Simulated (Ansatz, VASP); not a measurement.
BaLiF3 in VASP and in Ansatz

```
Ba Li F
1.0
     4.04841    0.00000    0.00000
     0.00000    4.04841    0.00000
     0.00000    0.00000    4.10824
Ba Li F
1 1 3
Direct
  0.00000 0.00000 0.00000
  0.50000 0.50000 0.50000
  0.00000 0.50000 0.50000
  0.50000 0.50000 0.00000
  0.50000 0.00000 0.50000
```

Change from the starting cell: strain +0.015 along x and y, +0.030 along z, atoms carried along.

Alike in both runs: task single point; functional LDA; k mesh 6 × 6 × 6; occupations gaussian, width 0.05 eV; no spin polarisation.

|  | VASP | Ansatz |
| --- | --- | --- |
| version | VASP 6.6.1 | Ansatz 0.2.0 |
| potentials or method | VASP PAW LDA potentials, release 64 (Ba_sv, Li_sv, F), cutoff 520 eV | scalar-relativistic, plane waves, PAW |
| valence electrons in the cell | 34 | 34 |

|  | VASP | Ansatz | Ansatz less VASP |
| --- | --- | --- | --- |
| gap on the k mesh at the Fermi level (eV) | 6.31 | 6.40 | +0.087 |
| least direct gap on the mesh (eV) | 6.31 | 6.40 | +0.087 |

LDA's correlation is that of Perdew and Zunger in VASP and of Perdew and Wang (1992) in Ansatz.

Spin-orbit coupling is off throughout. Noted on VASP's run: the cutoff is under 1.25 times that of the potentials, so the pressure is a little rough.
